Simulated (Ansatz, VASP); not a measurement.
# Tc3Sn: VASP beside Ansatz

The input INCAR:

```
PREC = Accurate
ENCUT = 520
EDIFF = 1E-6
ISMEAR = 0
SIGMA = 0.1
LREAL = F
LASPH = T
NELM = 60
ALGO = Normal
ISIF = 2
LWAVE = F
LCHARG = F
GGA = PE
NBANDS = 34
```

File KPOINTS:

```
regular mesh
0
Gamma
  6 6 6
```

POSCAR

```
Tc3Sn
1.0
    0.0000000000      3.1721900000      3.1721900000
    3.1721900000      0.0000000000      3.1721900000
    3.1721900000      3.1721900000      0.0000000000
Tc Sn
3 1
Direct
    0.2500000000      0.2500000000      0.2500000000
    0.7500000000      0.7500000000      0.7500000000
    0.5000000000      0.5000000000      0.5000000000
    0.0000000000      0.0000000000      0.0000000000
```

Input for Ansatz:

```yaml
crystal:
  lattice:
    - [0.0, 3.17219, 3.17219]
    - [3.17219, 0.0, 3.17219]
    - [3.17219, 3.17219, 0.0]
  atoms:
    - { symbol: Tc, position: [0.25, 0.25, 0.25] }
    - { symbol: Tc, position: [0.75, 0.75, 0.75] }
    - { symbol: Tc, position: [0.5, 0.5, 0.5] }
    - { symbol: Sn, position: [0.0, 0.0, 0.0] }
kpoints:
  mp_grid:
    grid: [6, 6, 6]
hamiltonian:
  xc: pbe
  pseudopotentials:
    kind: all_electron
    lapw: {}
scf:
  convergence:
    dr2_threshold: 1.0e-10
  occupations:
    method: gaussian
    width: 0.1
output:
  forces: true
  stress: true
  eigenvalues: true
```

Alike in both runs: task single point; functional PBE; k mesh 6 × 6 × 6; occupations gaussian, width 0.1 eV; no spin polarisation.

|  | VASP | Ansatz |
| --- | --- | --- |
| version | VASP 6.6.1 | Ansatz 0.2.0 |
| potentials or method | VASP PAW PBE potentials, release 64 (Tc_pv, Sn_d), cutoff 520 eV | all-electron (LAPW or listed datasets) |

VASP gave:

* gap on the k mesh at the Fermi level (eV): none
* pressure (GPa): -2.0

**Question.** Which values does Ansatz return?

**Answer.** gap on the k mesh at the Fermi level (eV): none; pressure (GPa): -1.7.

A gap of «none» marks a metal or a gap that the smearing closes. Ansatz ran all-electron here, and VASP with PAW potentials.
